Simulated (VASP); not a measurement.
## HfN: relaxation of cell and atoms with PBEsol

HfN:

```
Hf N
1.0
     0.00000    2.25900    2.25900
     2.25900    0.00000    2.25900
     2.25900    2.25900    0.00000
Hf N
1 1
Cartesian
  0.0000 0.0000 0.0000
  2.2590 2.2590 2.2590
```

```json
{
 "Program": "VASP 6.6.1",
 "Task": "relaxation of cell and atoms",
 "Functional": "PBEsol",
 "Potentials or basis": "VASP PAW PBE potentials, release 64 (Hf_pv, N)",
 "Cutoff": "600 eV",
 "k mesh": "16 × 16 × 16",
 "Occupations": "gaussian, width 0.1 eV",
 "Spin": "no spin polarisation",
 "Dipole correction": "no",
 "Further INCAR settings": "ALGO = Normal; EDIFF = 1e-06; IBRION = 2; EDIFFG = -0.005; NSW = 100; ISIF = 3"
}
```

```yaml
Relaxed_volume: 11.31 Å³/atom
Relaxed_cell: a = 3.175 Å, b = 3.175 Å, c = 3.175 Å, α = 60.00°, β = 60.00°, γ = 60.00°
Space_group_after_relaxing_to_0.05_Å: Fm-3m (No. 225)
Energy_gained_by_relaxing: 3.6 meV/atom
Ionic_steps: 3
Pressure_after_relaxing: -0.1 GPa
```

The path:
```csv
step,energy change (eV),largest force (eV/Å),pressure (GPa),volume (Å³)
1,0.0000,0.0000,-5.31,23.06
2,0.0216,0.0000,11.69,21.80
3,-0.0073,0.0000,-0.06,22.63
```

Final structure:
```cif
data_structure
_symmetry_space_group_name_H-M 'P 1'
_symmetry_Int_Tables_number 1
_cell_length_a 3.1748
_cell_length_b 3.1748
_cell_length_c 3.1748
_cell_angle_alpha 60.000
_cell_angle_beta 60.000
_cell_angle_gamma 60.000
_cell_volume 22.63
loop_
_atom_site_label
_atom_site_type_symbol
_atom_site_fract_x
_atom_site_fract_y
_atom_site_fract_z
_atom_site_occupancy
Hf1 Hf 0.00000 0.00000 0.00000 1
N1 N 0.50000 0.50000 0.50000 1
```

Levels at points of the mesh, in eV from the Fermi level:
```csv
k point,band 4,band 5,band 6,band 7,band 8,band 9,band 10,band 11
"(0.00, 0.00, 0.00)",-17.54,-3.00,-3.00,-3.00,-0.37,-0.37,-0.37,2.00
"(0.50, 0.00, 0.00)",-14.66,-9.01,-6.26,-6.26,3.39,3.82,3.82,4.51
"(0.50, 0.50, 0.00)",-16.42,-5.38,-3.92,-3.66,-3.66,4.20,5.70,5.71
```

It took 2.9 min on 1 thread of Intel(R) Xeon(R) Platinum 8259CL CPU @ 2.50GHz (Skylake/Cascade Lake), with other jobs on the host, peak memory 0.21 GiB.

Caveat: the PAW data sets were made with another functional, which shifts forces and pressure a little; spin-orbit coupling is left out, which moves the levels of the heavy elements.
